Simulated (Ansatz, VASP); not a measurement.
**BN: VASP beside Ansatz**

```
CELL_PARAMETERS angstrom
2.56720 0.00000 0.00000
-1.28360 2.22326 0.00000
0.00000 0.00000 6.54149
ATOMIC_POSITIONS crystal
B 0.33333 0.66667 0.25000
B 0.66667 0.33333 0.75000
N 0.33333 0.66667 0.75000
N 0.66667 0.33333 0.25000
```

Alike in both runs: task single point; functional LDA; k mesh 12 × 12 × 4; occupations gaussian, width 0.05 eV; no spin polarisation.

|  | VASP | Ansatz |
| --- | --- | --- |
| version | VASP 6.6.1 | Ansatz 0.2.0 |
| potentials or method | VASP PAW LDA potentials, release 64 (B, N), cutoff 520 eV | scalar-relativistic, plane waves, PAW |
| valence electrons in the cell | 16 | 16 |

```tsv
	VASP	Ansatz	Ansatz less VASP
gap on the k mesh at the Fermi level (eV)	3.91	3.92	+0.010
least direct gap on the mesh (eV)	4.26	4.27	+0.010
pressure (GPa)	-20.1	-20.6	-0.51
traceless stress, the component that is largest in VASP (GPa)	19.59	20.26	+0.666
```

Ansatz warns that its potentials were made for another functional, while VASP's fit it. LDA's correlation is that of Perdew and Zunger in VASP and of Perdew and Wang (1992) in Ansatz.
